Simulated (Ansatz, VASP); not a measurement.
# One calculation of Ag, two programs

```
Ag
1.0
     2.91402    0.00000    0.00000
    -1.45701    2.52361    0.00000
     0.00000    0.00000    9.19799
Ag
4
Direct
  0.33333 0.66667 0.25000
  0.66667 0.33333 0.75000
  0.00000 0.00000 0.00000
  0.00000 0.00000 0.50000
```

Change from the starting cell: strain +0.015 along x and y, -0.015 along z, atoms carried along.

Alike in both runs: task single point; functional PBEsol; k mesh 18 × 18 × 6; occupations gaussian, width 0.15 eV; no spin polarisation.

|  | VASP | Ansatz |
| --- | --- | --- |
| version | VASP 6.6.1 | Ansatz 0.2.0 |
| potentials or method | VASP PAW PBE potentials, release 64 (Ag), cutoff 520 eV | scalar-relativistic, plane waves, PAW |
| valence electrons in the cell | 44 | 76 |

Ansatz gave:

* gap on the k mesh at the Fermi level (eV): none
* pressure (GPa): -1.4
* traceless stress, the component that is largest in VASP (GPa): 2.32

Problem. Estimate VASP's values.

Solution. gap on the k mesh at the Fermi level (eV): none; pressure (GPa): -1.6; traceless stress, the component that is largest in VASP (GPa): 2.30.

VASP's potentials were made for PBE, not for PBEsol. A gap of «none» marks a metal or a gap that the smearing closes. With one functional, cell and mesh, what is left measures potentials, basis and numerics. VASP's potentials hold 44 valence electrons a cell and Ansatz's 76, so a difference there can come from the potentials and not from the codes.
